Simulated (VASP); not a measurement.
# Ca2PtS2 (P-3m1) in VASP: notebook

Runs on Ca2PtS2. Level: PBE+D3(BJ). Tasks: single point, relaxation of cell and atoms.

All numbers are computed with VASP 6.6.1; they aren't measurements. Logs are shortened: lines on timing, memory, paths and dates and some standing lists are left out, and cuts for length are marked.

### 1 The cell of the first run

The structure is trigonal, space group P-3m1 (No. 164). Conventional cell: a = 4.727 Å, b = 4.727 Å, c = 5.580 Å, α = 90.00°, β = 90.00°, γ = 120.00°. Pt (site symmetry -3m) has 6 S at 3.04 Å and 6 Ca at 3.09 Å within 4.0 Å. S (site symmetry 3m) has 5 Ca at 2.73 to 2.80 Å and 3 Pt at 3.04 Å within 3.6 Å. Ca (site symmetry 3m) has 5 S at 2.73 to 2.80 Å and 3 Pt at 3.09 Å within 3.6 Å.

### 2 Single point, PBE+D3(BJ)

INCAR

```
ALGO = Normal
EDIFF = 1E-6
ENCUT = 520
GGA = PE
ISIF = 2
ISMEAR = 0
IVDW = 12
LASPH = T
LCHARG = F
LREAL = F
LWAVE = F
NBANDS = 29
NELM = 80
PREC = Accurate
SIGMA = 0.1
```

KPOINTS

```
k-points
0
Gamma
  6 6 6
```

POSCAR

```
Ca2PtS2
1.0
    4.7272828366      0.0000000000      0.0000000000
   -2.3636414183      4.0939470274      0.0000000000
    0.0000000000      0.0000000000      5.5802696745
Pt S Ca
1 2 2
Direct
    1.0000000000      1.0000000000      0.0000000000
    0.3333333333      0.6666666667      0.2384630688
    0.6666666667      0.3333333333      0.7615369312
    0.3333333333      0.6666666667      0.7402146910
    0.6666666667      0.3333333333      0.2597853090
```

Potentials or basis: VASP PAW PBE potentials, release 64 (Pt, S, Ca_sv).

On the command line:

```sh
> cat potpaw_PBE.64/Pt/POTCAR potpaw_PBE.64/S/POTCAR potpaw_PBE.64/Ca_sv/POTCAR > POTCAR
> mpirun -np 1 vasp_std > vasp.out
```

OUTCAR:

```text
EDIFF = 1E-6
   ENCUT = 520
   GGA = PE
   ISIF = 2
   ISMEAR = 0
   IVDW = 12
   LASPH = T
   LREAL = F
   NELM = 80
   PREC = Accurate
 IVDW          = 12

 ion  position               nearest neighbor table
   1  0.000  0.000  0.000-   2 3.04   3 3.04   3 3.04   2 3.04   3 3.04   2 3.04   4 3.09   5 3.09
                             5 3.09   4 3.09   4 3.09   5 3.09
   2  0.333  0.667  0.238-   5 2.73   5 2.73   5 2.73   4 2.78   4 2.80   1 3.04   1 3.04   1 3.04

   3  0.667  0.333  0.762-   4 2.73   4 2.73   4 2.73   5 2.78   5 2.80   1 3.04   1 3.04   1 3.04

   4  0.333  0.667  0.740-   3 2.73   3 2.73   3 2.73   2 2.78   2 2.80   1 3.09   1 3.09   1 3.09

   5  0.667  0.333  0.260-   2 2.73   2 2.73   2 2.73   3 2.78   3 2.80   1 3.09   1 3.09   1 3.09

  LATTYP: Found a hexagonal cell.
 ALAT       =     4.7272828366
 C/A-ratio  =     1.1804391375

  Lattice vectors:

 A1 = (   4.7272828366,   0.0000000000,   0.0000000000)
 A2 = (  -2.3636414183,   4.0939470274,   0.0000000000)
 A3 = (   0.0000000000,   0.0000000000,   5.5802696745)

Analysis of symmetry for initial positions (statically):
=====================================================================
 Subroutine PRICEL returns:
 Original cell was already a primitive cell.

 Routine SETGRP: Setting up the symmetry group for a
 hexagonal supercell.

 Subroutine GETGRP returns: Found 12 space group operations
 (whereof 12 operations were pure point group operations)
 out of a pool of 24 trial point group operations.

The static configuration has the point symmetry D_3d.

Analysis of symmetry for dynamics (positions and initial velocities):
=====================================================================
 Subroutine PRICEL returns:
 Original cell was already a primitive cell.

 Routine SETGRP: Setting up the symmetry group for a
 hexagonal supercell.

 Subroutine GETGRP returns: Found 12 space group operations
 (whereof 12 operations were pure point group operations)
 out of a pool of 24 trial point group operations.

The dynamic configuration has the point symmetry D_3d.

 Subroutine INISYM returns: Found 12 space group operations
 (whereof 12 operations are pure point group operations),
 and found     1 'primitive' translations

----------------------------------------------------------------------------------------

                                     Primitive cell

  volume of cell :     107.9963

  direct lattice vectors                    reciprocal lattice vectors
     4.727282837  0.000000000  0.000000000     0.211538009  0.122131527  0.000000000
    -2.363641418  4.093947027  0.000000000     0.000000000  0.244263053  0.000000000
     0.000000000  0.000000000  5.580269675     0.000000000  0.000000000  0.179202809

  length of vectors
     4.727282837  4.727282837  5.580269675     0.244263053  0.244263053  0.179202809

  position of ions in fractional coordinates (direct lattice)
     0.000000000  0.000000000  0.000000000
     0.333333333  0.666666667  0.238463069
     0.666666667  0.333333333  0.761536931
     0.333333333  0.666666667  0.740214691
     0.666666667  0.333333333  0.259785309

  ion indices of the primitive-cell ions
   primitive index   ion index
                 1           1
                 2           2
                 3           3
                 4           4
                 5           5

----------------------------------------------------------------------------------------

 KPOINTS: k-points

Automatic generation of k-mesh.
 Grid dimensions read from file:
 generate k-points for:    6    6    6

 Generating k-lattice:

  Cartesian coordinates                     Fractional coordinates (reciprocal lattice)
     0.035256335  0.020355254  0.000000000     0.166666667  0.000000000  0.000000000
     0.000000000  0.040710509  0.000000000     0.000000000  0.166666667  0.000000000
     0.000000000  0.000000000  0.029867135     0.000000000  0.000000000  0.166666667

  Length of vectors
     0.040710509  0.040710509  0.029867135

  Shift w.r.t. Gamma in fractional coordinates (k-lattice)
     0.000000000  0.000000000  0.000000000

 Subroutine IBZKPT returns following result:
 ===========================================

 Found     34 irreducible k-points:

 Following reciprocal coordinates:
            Coordinates               Weight
  0.000000  0.000000  0.000000      1.000000
  0.166667  0.000000  0.000000      6.000000
  0.333333  0.000000  0.000000      6.000000
  0.500000  0.000000  0.000000      3.000000
  0.166667  0.166667  0.000000      6.000000
  0.333333  0.166667  0.000000     12.000000
[... 16 lines left out ...]
  0.500000  0.000000  0.333333      6.000000
  0.166667  0.166667  0.333333     12.000000
 [... further k-points ...]
   k-points           NKPTS =     34   k-points in BZ     NKDIM =     34   number of bands    NBANDS=     29
   number of dos      NEDOS =    301   number of ions     NIONS =      5
   total plane-waves  NPLWV =  54432
   dimension x,y,z NGX =    36 NGY =   36 NGZ =   42
   dimension x,y,z NGXF=    72 NGYF=   72 NGZF=   84
   ions per type =               1   2   2
   NGX,Y,Z   is equivalent  to a cutoff of  12.66, 12.66, 12.51 a.u.
   NGXF,Y,Z  is equivalent  to a cutoff of  25.32, 25.32, 25.03 a.u.
 SYSTEM =  unknown system
   PREC   = accura    normal or accurate (medium, high low for compatibility)
   ISTART =      0    job   : 0-new  1-cont  2-samecut
   ICHARG =      2    charge: 1-file 2-atom 10-const
   ISPIN  =      1    spin polarized calculation?
   LNONCOLLINEAR =      F non collinear calculations
   LSORBIT =      F    spin-orbit coupling
   LASPH  =      T    aspherical Exc in radial PAW
   ENCUT  =  520.0 eV  38.22 Ry    6.18 a.u.   8.79  8.79 10.38*2*pi/ulx,y,z
   NELM   =     80;   NELMIN=  2; NELMDL= -5     # of ELM steps
   EDIFF  = 0.1E-05   stopping-criterion for ELM
   LREAL  =      F    real-space projection
   EDIFFG = 0.1E-04   stopping-criterion for IOM
   NSW    =      0    number of steps for IOM
   IBRION =     -1    ionic relax: 0-MD 1-quasi-New 2-CG
   NFREE  =      0    steps in history (QN), initial steepest desc. (CG)
   ISIF   =      2    stress and relaxation
   ISYM   =      2    0-nonsym 1-usesym 2-fastsym
   POTIM  = 0.5000    time-step for ionic-motion
   TEBEG  =    0.0;   TEEND  =   0.0 temperature during run
   PSTRESS=    0.0 pullay stress
   NELECT =      42.0000    total number of electrons
   NUPDOWN=      -1.0000    fix difference up-down
   EMIN   =  10.00;   EMAX   =-10.00  energy-range for DOS
   EFERMI =   0.00;   METHOD = LEGACY
   ISMEAR =     0;   SIGMA  =   0.10  broadening in eV -4-tet -1-fermi 0-gaus
   EFERMI_NEDOS =   21; number of points for ismear=-14 and -15
   IALGO  =     38    algorithm
   IMIX   =      4    mixing-type and parameters
     AMIX     =   0.40;   BMIX     =  1.00
     AMIX_MAG =   1.60;   BMIX_MAG =  1.00
  volume/ion in A,a.u.               =      21.60       145.76
  Fermi-wavevector in a.u.,A,eV,Ry     =   1.194964  2.258155 19.428299  1.427940
  Thomas-Fermi vector in A             =   2.330941
   LORBIT       =      0    0 simple, 1 ext, 2 COOP (PROOUT), +10 PAW based schemes
   GGA     = PE    functional components
   LHFCALC =     F    Hartree Fock is set to
   AEXX    =    0.0000 exact exchange contribution
   IVDW    =    12    specifies the selected vdW correction
   LEPSILON=     F    determine dielectric tensor
   LRPA    =     F    only Hartree local field effects (RPA)
 non-spin polarized calculation
 Gauss-broadening in eV      SIGMA  =   0.10
  energy-cutoff  :      520.00
  volume of cell :      108.00
 maximum number of plane-waves:      2967
 NGX is ok and might be reduce to    36
   NGX = 17   NGY = 17   NGZ = 21

 number of electron      41.9999998 magnetization

 Free energy of the ion-electron system (eV)
  ---------------------------------------------------
  ext. energy  EPLUGINS =         0.00000000
  ---------------------------------------------------
  free energy    TOTEN  =       -23.59689991 eV

  energy without entropy =      -23.59203243  energy(sigma->0) =      -23.59446617

 E-fermi :   4.8866     XC(G=0):  -9.8780

 val. band max:        4.8765143018   @ k =   0.0000   0.0000   0.5000
 cond. band min:       4.9364475076   @ k =   0.3333   0.3333   0.1667
 fundamental gap:      0.0599332057
 Fermi energy:         4.8866282206

 k-point     1 :       0.0000    0.0000    0.0000
  band No.  band energies     occupation
      1     -35.3165      2.00000
      2     -35.2969      2.00000
      3     -16.4736      2.00000
      4     -16.4246      2.00000
      5     -16.4246      2.00000
      6     -16.3650      2.00000
[... 21 lines left out ...]
     28       8.8669      0.00000
     29       9.9543      0.00000

 k-point     2 :       0.1667    0.0000    0.0000
  band No.  band energies     occupation
      1     -35.3150      2.00000
      2     -35.2978      2.00000
      3     -16.4636      2.00000
      4     -16.4333      2.00000
      5     -16.4281      2.00000
      6     -16.3815      2.00000
[... 21 lines left out ...]
     28       9.1121      0.00000
     29       9.7760      0.00000

 k-point     3 :       0.3333    0.0000    0.0000
  band No.  band energies     occupation
      1     -35.3113      2.00000
      2     -35.3002      2.00000
      3     -16.4542      2.00000
      4     -16.4394      2.00000
      5     -16.4348      2.00000
      6     -16.4098      2.00000
[... 21 lines left out ...]
     28       9.0448      0.00000
     29       9.8572      0.00000

 k-point     4 :       0.5000    0.0000    0.0000
  band No.  band energies     occupation
      1     -35.3085      2.00000
      2     -35.3024      2.00000
      3     -16.4668      2.00000
      4     -16.4380      2.00000
      5     -16.4287      2.00000
      6     -16.4128      2.00000
[... 597 lines left out ...]
     28       9.9949      0.00000
     29      10.1402      0.00000

 k-point    23 :       0.5000    0.0000    0.3333
  band No.  band energies     occupation
      1     -35.3071      2.00000
      2     -35.3037      2.00000
      3     -16.5117      2.00000
      4     -16.4900      2.00000
      5     -16.4214      2.00000
      6     -16.3831      2.00000
[... 21 lines left out ...]
     28      10.0231      0.00000
     29      10.3345      0.00000

 k-point    24 :       0.1667    0.1667    0.3333
  band No.  band energies     occupation
      1     -35.3093      2.00000
      2     -35.3024      2.00000
      3     -16.4919      2.00000
      4     -16.4611      2.00000
      5     -16.4191      2.00000
      6     -16.3833      2.00000
[... 21 lines left out ...]
     28      10.0184      0.00000
     29      10.0985      0.00000

 [... further k-points ...]

------------------------ aborting loop because EDIFF is reached ----------------------------------------

 Edisp (eV)   -1.93486

 E8    (eV) :    -0.8577

  FORCE on cell =-STRESS in cart. coord.  units (eV):
  Direction    XX          YY          ZZ          XY          YZ          ZX
  --------------------------------------------------------------------------------------
  -------------------------------------------------------------------------------------
  Total       0.05062     0.05062     0.12241     0.00000     0.00000     0.00000
  in kB       0.75097     0.75097     1.81599     0.00000     0.00000     0.00000
  external pressure =        1.11 kB  Pullay stress =        0.00 kB

 VOLUME and BASIS-vectors are now :
 -----------------------------------------------------------------------------
  energy-cutoff  :      520.00
  volume of cell :      108.00
      direct lattice vectors                 reciprocal lattice vectors
     4.727282837  0.000000000  0.000000000     0.211538009  0.122131527  0.000000000
    -2.363641418  4.093947027  0.000000000     0.000000000  0.244263053  0.000000000
     0.000000000  0.000000000  5.580269675     0.000000000  0.000000000  0.179202809

 POSITION                                       TOTAL-FORCE (eV/Angst)
 -----------------------------------------------------------------------------------
      0.00000      0.00000      0.00000        -0.000000      0.000000      0.000000
     -0.00000      2.72930      1.33069        -0.000000      0.000000     -0.007060
      2.36364      1.36465      4.24958         0.000000     -0.000000      0.007060
     -0.00000      2.72930      4.13060        -0.000000     -0.000000      0.006599
      2.36364      1.36465      1.44967         0.000000      0.000000     -0.006599
 -----------------------------------------------------------------------------------
    total drift:                               -0.000000      0.000000     -0.000000

  FREE ENERGIE OF THE ION-ELECTRON SYSTEM (eV)
  ---------------------------------------------------
  free  energy   TOTEN  =       -25.5317582010 eV

  energy  without entropy=      -25.5268907218  energy(sigma->0) =      -25.52932446
```

Run time: 44 s. Hardware: 1 thread of Intel Xeon 6975P-C (Granite Rapids), shared host; peak memory 0.3 GiB.

What came out:

| Property | Result |
| --- | --- |
| Free energy | -25.5318 eV |
| Pressure | 0.1 GPa |
| Largest force | 0.007 eV/Å |
| Band gap on the k mesh | zero (band 21 reaches 4.88 eV, above the bottom of band 22 at 4.78 eV) |
| Dispersion energy per atom | -0.387 eV |

Forces in eV/Å, atoms in the order of the input:
```
Pt   0.000  0.000  0.000
S    0.000  0.000 -0.007
S    0.000  0.000  0.007
Ca   0.000  0.000  0.007
Ca   0.000  0.000 -0.007
```

Levels at points of the mesh, in eV from the Fermi level:
| k point | band 19 | band 20 | band 21 | band 22 | band 23 | band 24 |
| --- | --- | --- | --- | --- | --- | --- |
| (0.00, 0.00, 0.00) | -1.57 | -0.29 | -0.29 | -0.08 | 3.20 | 3.43 |
| (0.50, 0.00, 0.00) | -1.51 | -0.54 | -0.14 | 0.86 | 1.70 | 2.96 |
| (0.00, 0.00, 0.50) | -1.33 | -0.01 | -0.01 | 0.53 | 1.98 | 4.22 |
| (0.50, 0.00, 0.50) | -1.37 | -0.63 | -0.44 | 0.84 | 1.99 | 3.36 |

Caveat: spin-orbit coupling is left out, which moves the levels of the heavy elements; pairwise dispersion overbinds metals, which lowers pressure and volume.

### 3 Relaxation of cell and atoms, PBE+D3(BJ)

INCAR

```
ALGO = Normal ; EDIFF = 1E-6
EDIFFG = -0.025 ; ENCUT = 600
GGA = PE ; IBRION = 2
ISIF = 3 ; ISMEAR = 0
IVDW = 12 ; LASPH = True
LCHARG = False ; LREAL = False
LWAVE = False ; NELM = 80
NSW = 90 ; PREC = Accurate
SIGMA = 0.1
```

KPOINTS is that of step 2.

POSCAR is that of step 2.

Potentials or basis: VASP PAW PBE potentials, release 64 (Pt, S, Ca_sv).

On the command line:

```sh
> cat potpaw_PBE.64/Pt/POTCAR potpaw_PBE.64/S/POTCAR potpaw_PBE.64/Ca_sv/POTCAR > POTCAR
> mpirun -np 1 vasp_std > vasp.out
```

Run time: 5.1 min. Hardware: 1 thread of Oxide Virtual Turin-like, shared host; peak memory 0.31 GiB.

The run converged. Its results:

| Item | Value |
| --- | --- |
| Free energy | -25.5330 eV |
| Relaxed volume | 21.67 Å³/atom |
| Relaxed cell | a = 4.731 Å, b = 4.731 Å, c = 5.589 Å, α = 90.00°, β = 90.00°, γ = 120.00° |
| Space group after relaxing (to 0.05 Å) | P-3m1 (No. 164) |
| Energy gained by relaxing | 0.0 meV/atom |
| Ionic steps | 2 |
| Pressure after relaxing | 0.0 GPa |
| Largest force after relaxing | 0.010 eV/Å |
| Band gap on the k mesh | zero (band 21 reaches 4.85 eV, above the bottom of band 22 at 4.76 eV) |
| Dispersion energy per atom | -0.386 eV |

Forces on the atoms (eV/Å):
```
Pt   0.000  0.000  0.000
S    0.000  0.000 -0.006
S    0.000  0.000  0.006
Ca   0.000  0.000  0.010
Ca   0.000  0.000 -0.010
```

The path:
```csv
step,energy change (eV),largest force (eV/Å),pressure (GPa),volume (Å³)
1,0.0000,0.0075,0.16,108.00
2,-0.0002,0.0096,-0.04,108.33
```

Final structure:
```
CELL_PARAMETERS angstrom
4.73106 0.00000 0.00000
-2.36553 4.09721 0.00000
0.00000 0.00000 5.58866
ATOMIC_POSITIONS crystal
Pt 0.00000 0.00000 0.00000
S 0.33333 0.66667 0.23840
S 0.66667 0.33333 0.76160
Ca 0.33333 0.66667 0.74027
Ca 0.66667 0.33333 0.25973
```

Levels at points of the mesh, in eV from the Fermi level:
| k point | band 18 | band 19 | band 20 | band 21 | band 22 | band 23 | band 24 | band 25 |
| --- | --- | --- | --- | --- | --- | --- | --- | --- |
| (0.00, 0.00, 0.00) | -1.72 | -1.56 | -0.29 | -0.29 | -0.09 | 3.20 | 3.43 | 3.43 |
| (0.50, 0.00, 0.00) | -1.68 | -1.50 | -0.53 | -0.14 | 0.86 | 1.71 | 2.96 | 3.13 |
| (0.00, 0.00, 0.50) | -1.87 | -1.33 | -0.01 | -0.01 | 0.53 | 1.98 | 4.22 | 4.22 |
| (0.50, 0.00, 0.50) | -1.69 | -1.36 | -0.63 | -0.43 | 0.84 | 2.00 | 3.35 | 3.89 |

Caveat: spin-orbit coupling is left out, which moves the levels of the heavy elements; pairwise dispersion overbinds metals, which lowers pressure and volume. Zero-point motion and thermal expansion aren't in these numbers.
